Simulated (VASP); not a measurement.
The system is CoO.

```
Co O
1.0
     0.00000    2.13150    2.13150
     2.13150    0.00000    2.13150
     2.13150    2.13150    0.00000
Co O
1 1
Direct
  0.00000 0.00000 0.00000
  0.50000 0.50000 0.50000
```

Base run:

| Quantity | Value |
| --- | --- |
| Program | VASP 6.6.1 |
| Functional | LDA |
| Potentials or basis | VASP PAW LDA potentials, release 64 (Co, O) |
| Cutoff | 600 eV |
| k mesh | 10 × 10 × 10 |
| Occupations | gaussian, width 0.05 eV |
| Spin | collinear spin, ferromagnetic start |
| Starting moments | [2.5, 0.0] μB |
| Hubbard terms | Co d U = 3.0 eV |

Its results: pressure -19.3 GPa; net moment 3.00 μB per cell; site moments Co +2.69; O +0.28 μB.

Problem. The run is repeated on the same cell with these changes: occupations from gaussian, width 0.05 eV to gaussian, width 0.3 eV. What comes out?

Solution. Pressure -18.5 GPa; net moment 2.95 μB per cell; site moments Co +2.66; O +0.26 μB.

Caveats: a cell with one magnetic atom can't hold antiferromagnetic order, which such compounds often take.
